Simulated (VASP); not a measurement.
## Hf: single point with LDA

The system is Hf.

```
Hf
1.0
     3.11737    0.00000    0.00000
    -1.55869    2.69972    0.00000
     0.00000    0.00000    4.94958
Hf
2
Direct
  0.33333 0.66667 0.25000
  0.66667 0.33333 0.75000
```

```
Program                : VASP 6.6.1
Task                   : single point
Functional             : LDA
Potentials or basis    : VASP PAW LDA potentials, release 64 (Hf_pv)
Cutoff                 : 520 eV
k mesh                 : 16 × 16 × 9
Occupations            : fermi-dirac, width 0.1 eV
Spin                   : no spin polarisation
Dipole correction      : no
Further INCAR settings : ALGO = Normal; EDIFF = 1e-06; NBANDS = 17
```

- Pressure: 0.1 GPa
- Band gap on the k mesh: zero (band 10 reaches 6.44 eV, above the bottom of band 11 at 5.06 eV)

Levels at points of the mesh, in eV from the Fermi level:
| k point | band 7 | band 8 | band 9 | band 10 | band 11 | band 12 | band 13 | band 14 |
| --- | --- | --- | --- | --- | --- | --- | --- | --- |
| (0.00, 0.00, 0.00) | -7.53 | -3.92 | 1.07 | 1.15 | 1.15 | 1.41 | 2.03 | 2.03 |
| (0.50, 0.00, 0.00) | -3.43 | -3.01 | -2.45 | -0.53 | 0.74 | 0.96 | 1.79 | 6.33 |

Wall time 47 s on 1 thread of Intel(R) Xeon(R) Platinum 8559C (Emerald Rapids), on a shared host, peak memory 0.2 GiB.

Caveat: spin-orbit coupling is left out, which moves the levels of the heavy elements.
